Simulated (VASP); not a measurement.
# Na (Im-3m) in VASP: a series of runs

Na is run at these levels: PBEsol; tasks: single point, relaxation of cell and atoms.

Program: VASP 6.6.1. These are calculated values, not measurements. Logs are shortened: lines on timing, memory, paths and dates and some standing lists are left out, and cuts for length are marked.

### Step 1. The cell of the first run

It takes space group Im-3m (No. 229, cubic). Conventional cell: a = 4.169 Å, b = 4.169 Å, c = 4.169 Å, α = 90.00°, β = 90.00°, γ = 90.00°. Na (site symmetry m-3m) has 14 Na at 3.61 to 4.17 Å within 4.7 Å.

### Step 2. Single point, PBEsol

Contents of INCAR:

```
SYSTEM = Na
PREC = Accurate
ENCUT = 520
EDIFF = 1E-6
ISMEAR = -1
SIGMA = 0.05
LREAL = .False.
LASPH = .True.
NELM = 100
ALGO = Fast
ISIF = 2
LWAVE = .False.
LCHARG = .False.
GGA = PS
NBANDS = 10
```

Contents of KPOINTS:

```
Automatic mesh
0
Gamma
  9 9 9
  0 0 0
```

Contents of POSCAR:

```
Na
1.0
   -2.0845580807      2.0845580807      2.0845580807
    2.0845580807     -2.0845580807      2.0845580807
    2.0845580807      2.0845580807     -2.0845580807
Na
1
Direct
    0.0000000000      0.0000000000      0.0000000000
```

Potentials or basis: VASP PAW PBE potentials, release 64 (Na_pv).

Command:

```console
cat potpaw_PBE.64/Na_pv/POTCAR > POTCAR
mpirun -np 1 vasp_std > vasp.out
```

OUTCAR:

```text
SYSTEM = Na
   PREC = Accurate
   ENCUT = 520
   EDIFF = 1E-6
   ISMEAR = -1
   LREAL = .False.
   LASPH = .True.
   NELM = 100
   ISIF = 2
   GGA = PS

 ion  position               nearest neighbor table
   1  0.000  0.000  0.000-

  LATTYP: Found a body centered cubic cell.
 ALAT       =     4.1691161614

  Lattice vectors:

 A1 = (  -2.0845580807,   2.0845580807,   2.0845580807)
 A2 = (   2.0845580807,  -2.0845580807,   2.0845580807)
 A3 = (   2.0845580807,   2.0845580807,  -2.0845580807)

Analysis of symmetry for initial positions (statically):
=====================================================================
 Subroutine PRICEL returns:
 Original cell was already a primitive cell.

 Routine SETGRP: Setting up the symmetry group for a
 body centered cubic supercell.

 Subroutine GETGRP returns: Found 48 space group operations
[... 9 lines left out ...]

 Routine SETGRP: Setting up the symmetry group for a
 body centered cubic supercell.

 Subroutine GETGRP returns: Found 48 space group operations
[... 11 lines left out ...]
                                     Primitive cell

  volume of cell :      36.2328

  direct lattice vectors                    reciprocal lattice vectors
    -2.084558081  2.084558081  2.084558081     0.000000000  0.239858992  0.239858992
     2.084558081 -2.084558081  2.084558081     0.239858992  0.000000000  0.239858992
     2.084558081  2.084558081 -2.084558081     0.239858992  0.239858992  0.000000000

  length of vectors
     3.610560507  3.610560507  3.610560507     0.339211840  0.339211840  0.339211840

  position of ions in fractional coordinates (direct lattice)
     0.000000000  0.000000000  0.000000000

  ion indices of the primitive-cell ions
   primitive index   ion index
                 1           1

----------------------------------------------------------------------------------------

 KPOINTS: Automatic mesh

Automatic generation of k-mesh.
 Grid dimensions read from file:
 generate k-points for:    9    9    9

 Generating k-lattice:

  Cartesian coordinates                     Fractional coordinates (reciprocal lattice)
     0.000000000  0.026650999  0.026650999     0.111111111  0.000000000  0.000000000
     0.026650999  0.000000000  0.026650999     0.000000000  0.111111111  0.000000000
     0.026650999  0.026650999  0.000000000     0.000000000  0.000000000  0.111111111

  Length of vectors
     0.037690204  0.037690204  0.037690204

  Shift w.r.t. Gamma in fractional coordinates (k-lattice)
     0.000000000  0.000000000  0.000000000

 Subroutine IBZKPT returns following result:
 ===========================================

 Found     35 irreducible k-points:

 Following reciprocal coordinates:
            Coordinates               Weight
  0.000000  0.000000  0.000000      1.000000
  0.111111  0.000000  0.000000     12.000000
  0.222222  0.000000  0.000000     12.000000
  0.333333  0.000000  0.000000     12.000000
  0.444444  0.000000  0.000000     12.000000
  0.111111  0.111111  0.000000     24.000000
[... 16 lines left out ...]
 -0.333333  0.444444  0.111111     48.000000
 -0.444444 -0.444444  0.111111     24.000000
 [... further k-points ...]
   k-points           NKPTS =     35   k-points in BZ     NKDIM =     35   number of bands    NBANDS=     10
   number of dos      NEDOS =    301   number of ions     NIONS =      1
   total plane-waves  NPLWV =  21952
   dimension x,y,z NGX =    28 NGY =   28 NGZ =   28
   dimension x,y,z NGXF=    56 NGYF=   56 NGZF=   56
   ions per type =               1
   NGX,Y,Z   is equivalent  to a cutoff of  12.89, 12.89, 12.89 a.u.
   NGXF,Y,Z  is equivalent  to a cutoff of  25.78, 25.78, 25.78 a.u.
 SYSTEM =  Na
   PREC   = accura    normal or accurate (medium, high low for compatibility)
   ISTART =      0    job   : 0-new  1-cont  2-samecut
   ICHARG =      2    charge: 1-file 2-atom 10-const
   ISPIN  =      1    spin polarized calculation?
   LNONCOLLINEAR =      F non collinear calculations
   LSORBIT =      F    spin-orbit coupling
   LASPH  =      T    aspherical Exc in radial PAW
   ENCUT  =  520.0 eV  38.22 Ry    6.18 a.u.   6.71  6.71  6.71*2*pi/ulx,y,z
   NELM   =    100;   NELMIN=  2; NELMDL= -5     # of ELM steps
   EDIFF  = 0.1E-05   stopping-criterion for ELM
   LREAL  =      F    real-space projection
   EDIFFG = 0.1E-04   stopping-criterion for IOM
   NSW    =      0    number of steps for IOM
   IBRION =     -1    ionic relax: 0-MD 1-quasi-New 2-CG
   NFREE  =      0    steps in history (QN), initial steepest desc. (CG)
   ISIF   =      2    stress and relaxation
   ISYM   =      2    0-nonsym 1-usesym 2-fastsym
   POTIM  = 0.5000    time-step for ionic-motion
   TEBEG  =    0.0;   TEEND  =   0.0 temperature during run
   PSTRESS=    0.0 pullay stress
   NELECT =       7.0000    total number of electrons
   NUPDOWN=      -1.0000    fix difference up-down
   EMIN   =  10.00;   EMAX   =-10.00  energy-range for DOS
   EFERMI =   0.00;   METHOD = LEGACY
   ISMEAR =    -1;   SIGMA  =   0.05  broadening in eV -4-tet -1-fermi 0-gaus
   EFERMI_NEDOS =   21; number of points for ismear=-14 and -15
   IALGO  =     68    algorithm
   IMIX   =      4    mixing-type and parameters
     AMIX     =   0.40;   BMIX     =  1.00
     AMIX_MAG =   1.60;   BMIX_MAG =  1.00
  volume/ion in A,a.u.               =      36.23       244.51
  Fermi-wavevector in a.u.,A,eV,Ry     =   0.946397  1.788432 12.186302  0.895668
  Thomas-Fermi vector in A             =   2.074391
   LORBIT       =      0    0 simple, 1 ext, 2 COOP (PROOUT), +10 PAW based schemes
   GGA     = PS    functional components
   LHFCALC =     F    Hartree Fock is set to
   AEXX    =    0.0000 exact exchange contribution
   IVDW    =     0    specifies the selected vdW correction
   LEPSILON=     F    determine dielectric tensor
   LRPA    =     F    only Hartree local field effects (RPA)
 non-spin polarized calculation
 RMM-DIIS sequential band-by-band and
  energy-cutoff  :      520.00
  volume of cell :       36.23
 maximum number of plane-waves:       984
   NGX = 13   NGY = 13   NGZ = 13

 number of electron       6.9999995 magnetization

 Free energy of the ion-electron system (eV)
  ---------------------------------------------------
  ext. energy  EPLUGINS =         0.00000000
  ---------------------------------------------------
  free energy    TOTEN  =        -1.40613124 eV

  energy without entropy =       -1.40296703  energy(sigma->0) =       -1.40454913

 E-fermi :   0.3550     XC(G=0):  -6.5617

 val. band max:        0.2574718859   @ k =  -0.3333   0.4444   0.1111
 cond. band min:       0.4570455673   @ k =   0.4444   0.0000   0.0000
 fundamental gap:      0.1995736813
 Fermi energy:         0.3549931294

 k-point     1 :       0.0000    0.0000    0.0000
  band No.  band energies     occupation
      1     -24.3971      2.00000
      2     -24.3971      2.00000
      3     -24.3971      2.00000
      4      -2.9552      2.00000
      5      12.2526      0.00000
      6      12.2526      0.00000
      7      12.2526      0.00000
      8      13.2707      0.00000
      9      13.2710      0.00000
     10      13.8232      0.00000

 k-point     2 :       0.1111    0.0000    0.0000
  band No.  band energies     occupation
      1     -24.4017      2.00000
      2     -24.3987      2.00000
      3     -24.3971      2.00000
      4      -2.7344      2.00000
      5       9.9959      0.00000
      6      11.1757      0.00000
      7      11.5766      0.00000
      8      12.0565      0.00000
      9      12.6032      0.00000
     10      14.2803      0.00000

 k-point     3 :       0.2222    0.0000    0.0000
  band No.  band energies     occupation
      1     -24.4134      2.00000
      2     -24.4026      2.00000
      3     -24.3971      2.00000
      4      -2.0777      2.00000
      5       7.1362      0.00000
      6       9.9684      0.00000
      7      10.6797      0.00000
      8      10.9345      0.00000
      9      12.0023      0.00000
     10      14.7710      0.00000

 k-point     4 :       0.3333    0.0000    0.0000
  band No.  band energies     occupation
      1     -24.4266      2.00000
      2     -24.4070      2.00000
      3     -24.3971      2.00000
      4      -1.0021      2.00000
      5       4.5801      0.00000
      6       9.1378      0.00000
      7      10.0449      0.00000
      8      10.1841      0.00000
      9      11.3554      0.00000
     10      15.5776      0.00000

 k-point     5 :       0.4444    0.0000    0.0000
  band No.  band energies     occupation
      1     -24.4351      2.00000
      2     -24.4099      2.00000
      3     -24.3971      2.00000
      4       0.4570      0.22992
      5       2.3822      0.00000
      6       8.7193      0.00000
      7       9.7242      0.00000
      8       9.8099      0.00000
      9      10.9759      0.00000
     10      16.5303      0.00000

 k-point     6 :       0.1111    0.1111    0.0000
  band No.  band energies     occupation
      1     -24.4098      2.00000
      2     -24.4004      2.00000
      3     -24.3982      2.00000
      4      -2.2956      2.00000
      5       8.4060      0.00000
      6       8.9762      0.00000
      7      10.7122      0.00000
      8      12.0188      0.00000
      9      12.8483      0.00000
     10      14.4821      0.00000
[... 183 lines left out ...]
 k-point    21 :      -0.2222    0.3333    0.1111
  band No.  band energies     occupation
      1     -24.4214      2.00000
      2     -24.4089      2.00000
      3     -24.4031      2.00000
      4      -1.0020      2.00000
      5       6.0151      0.00000
      6       6.7804      0.00000
      7       9.6378      0.00000
      8      10.8762      0.00000
      9      11.8911      0.00000
     10      15.3588      0.00000

 k-point    22 :      -0.4444    0.4444    0.1111
  band No.  band energies     occupation
      1     -24.4339      2.00000
      2     -24.4117      2.00000
      3     -24.4004      2.00000
      4       0.6623      0.00428
      5       2.5850      0.00000
      6       7.6297      0.00000
      7       8.6015      0.00000
      8      11.2100      0.00000
      9      12.3723      0.00000
     10      13.6596      0.00000

 k-point    23 :      -0.3333    0.4444    0.1111
  band No.  band energies     occupation
      1     -24.4293      2.00000
      2     -24.4139      2.00000
      3     -24.4033      2.00000
      4       0.2575      1.75099
      5       3.9416      0.00000
      6       5.9193      0.00000
      7       9.4779      0.00000
      8      11.2292      0.00000
      9      11.6478      0.00000
     10      14.5452      0.00000

 k-point    24 :      -0.4444   -0.4444    0.1111
  band No.  band energies     occupation
      1     -24.4324      2.00000
      2     -24.4160      2.00000
      3     -24.4033      2.00000
      4       1.6617      0.00000
      5       2.1953      0.00000
      6       5.6972      0.00000
      7       9.3369      0.00000
      8      11.1242      0.00000
      9      12.4788      0.00000
     10      13.5597      0.00000

 [... further k-points ...]
[... 5 lines left out ...]
  --------------------------------------------------------------------------------------
  -------------------------------------------------------------------------------------
  Total        0.0082148      0.0082148      0.0082148     -0.0000000     -0.0000000      0.0000000
  in kB        0.3632495      0.3632495      0.3632495     -0.0000000     -0.0000000      0.0000000
  external PRESSURE =       0.3632495 kB  Pullay stress =       0.0000000 kB

 VOLUME and BASIS-vectors are now :
 -----------------------------------------------------------------------------
  energy-cutoff  :      520.00
  volume of cell :       36.23
      direct lattice vectors                 reciprocal lattice vectors
    -2.084558081  2.084558081  2.084558081     0.000000000  0.239858992  0.239858992
     2.084558081 -2.084558081  2.084558081     0.239858992  0.000000000  0.239858992
     2.084558081  2.084558081 -2.084558081     0.239858992  0.239858992  0.000000000

 POSITION                                       TOTAL-FORCE (eV/Angst)
 -----------------------------------------------------------------------------------
      0.00000      0.00000      0.00000         0.000000     -0.000000      0.000000
 -----------------------------------------------------------------------------------
    total drift:                               -0.000000     -0.000000     -0.000000

  FREE ENERGIE OF THE ION-ELECTRON SYSTEM (eV)
  ---------------------------------------------------
  free  energy   TOTEN  =        -1.4061312410 eV

  energy  without entropy=       -1.4029670280  energy(sigma->0) =       -1.40454913
```

Wall time 11 s (1 thread of Intel Xeon Platinum 8259CL at 2.50GHz (Skylake/Cascade Lake), shared host); peak memory 0.14 GiB.

What came out:

```
Free energy : -1.4061 eV
Pressure    : 0.0 GPa
```

Levels at points of the mesh, in eV from the Fermi level:
| k point | band 1 | band 2 | band 3 | band 4 | band 5 | band 6 |
| --- | --- | --- | --- | --- | --- | --- |
| (0.00, 0.00, 0.00) | -24.75 | -24.75 | -24.75 | -3.31 | 11.90 | 11.90 |

Caveat: the PAW data sets were made with another functional, which shifts forces and pressure a little.

### Step 3. Relaxation of cell and atoms, PBEsol

This run uses another cell than the first one, of 39.26 Å³/atom, 1.083 times its volume.

Contents of INCAR:

```
ALGO = Normal
EDIFF = 1E-6
EDIFFG = -0.01
ENCUT = 600
GGA = PS
IBRION = 2
ISIF = 3
ISMEAR = -1
LASPH = T
LCHARG = F
LREAL = F
LWAVE = F
NELM = 60
NSW = 60
PREC = Accurate
SIGMA = 0.05
```

Contents of KPOINTS:

```
k-points
0
Gamma
  9 9 9
```

Contents of POSCAR:

```
Na
1.0
   -2.1410000000      2.1410000000      2.1410000000
    2.1410000000     -2.1410000000      2.1410000000
    2.1410000000      2.1410000000     -2.1410000000
Na
1
Direct
    0.0000000000      0.0000000000      0.0000000000
```

Potentials or basis: VASP PAW PBE potentials, release 64 (Na_pv).

Command:

```console
cat potpaw_PBE.64/Na_pv/POTCAR > POTCAR
mpirun -np 1 vasp_std > vasp.out
```

Run time: 16 s. Hardware: 1 thread of Intel Xeon Platinum 8259CL at 2.50GHz (Skylake/Cascade Lake), shared host; peak memory 0.16 GiB.

The run converged. Its results:

| Quantity | Value |
| --- | --- |
| Free energy | -1.4065 eV |
| Relaxed volume | 36.18 Å³/atom |
| Relaxed cell | a = 3.609 Å, b = 3.609 Å, c = 3.609 Å, α = 109.47°, β = 109.47°, γ = 109.47° |
| Space group after relaxing (to 0.05 Å) | Im-3m (No. 229) |
| Energy gained by relaxing | 5.8 meV/atom |
| Ionic steps | 3 |
| Pressure after relaxing | 0.0 GPa |

The path:
| step | energy change (eV) | largest force (eV/Å) | pressure (GPa) | volume (Å³) |
| --- | --- | --- | --- | --- |
| 1 | 0.0000 | 0.0000 | -0.57 | 39.26 |
| 2 | -0.0024 | 0.0000 | -0.45 | 38.47 |
| 3 | -0.0058 | 0.0000 | -0.02 | 36.18 |

Final structure:
```cif
data_structure
_symmetry_space_group_name_H-M 'P 1'
_symmetry_Int_Tables_number 1
_cell_length_a 3.6087
_cell_length_b 3.6087
_cell_length_c 3.6087
_cell_angle_alpha 109.471
_cell_angle_beta 109.471
_cell_angle_gamma 109.471
_cell_volume 36.18
loop_
_atom_site_label
_atom_site_type_symbol
_atom_site_fract_x
_atom_site_fract_y
_atom_site_fract_z
_atom_site_occupancy
Na1 Na 0.00000 0.00000 0.00000 1
```

Levels at points of the mesh, in eV from the Fermi level:
| k point | band 1 | band 2 | band 3 | band 4 | band 5 | band 6 |
| --- | --- | --- | --- | --- | --- | --- |
| (0.00, 0.00, 0.00) | -24.75 | -24.75 | -24.75 | -3.31 | 11.91 | 11.91 |

Caveat: the PAW data sets were made with another functional, which shifts forces and pressure a little.
